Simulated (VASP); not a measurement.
Here is a VASP 6.6.1 calculation.

File INCAR:

```
SYSTEM = SiC
PREC = Accurate
ENCUT = 520
EDIFF = 1E-6
ISMEAR = -1
SIGMA = 0.05
LREAL = .FALSE.
LASPH = .TRUE.
NELM = 60
ALGO = Normal
ISIF = 2
LWAVE = .FALSE.
LCHARG = .FALSE.
GGA = RP
IVDW = 13
NBANDS = 16
```

KPOINTS

```
Automatic mesh
0
G
  10 10 5
  0 0 0
```

File POSCAR:

```
SiC
1.0
    3.0603246226      0.0000000000      0.0000000000
   -1.5301623113      2.6503188670      0.0000000000
    0.0000000000      0.0000000000      5.0239636897
Si C
2 2
Direct
    0.6666666667      0.3333333333      0.5046777311
    0.3333333333      0.6666666667      0.0046777311
    0.6666666667      0.3333333333      0.8803222689
    0.3333333333      0.6666666667      0.3803222689
```

Potentials or basis: VASP PAW PBE potentials, release 64 (Si, C).

The run is started by

```sh
$ cat potpaw_PBE.64/Si/POTCAR potpaw_PBE.64/C/POTCAR > POTCAR
$ mpirun -np 1 vasp_std > vasp.out
```

Question: Estimate the band gap on the k mesh.

Answer: 2.44 eV, indirect (least direct gap 4.03 eV).

Question: Predict the pressure.

Answer: -0.6 GPa.

Caveat: the PAW data sets were made with another functional, which shifts forces and pressure a little. A k mesh can miss the band edges.
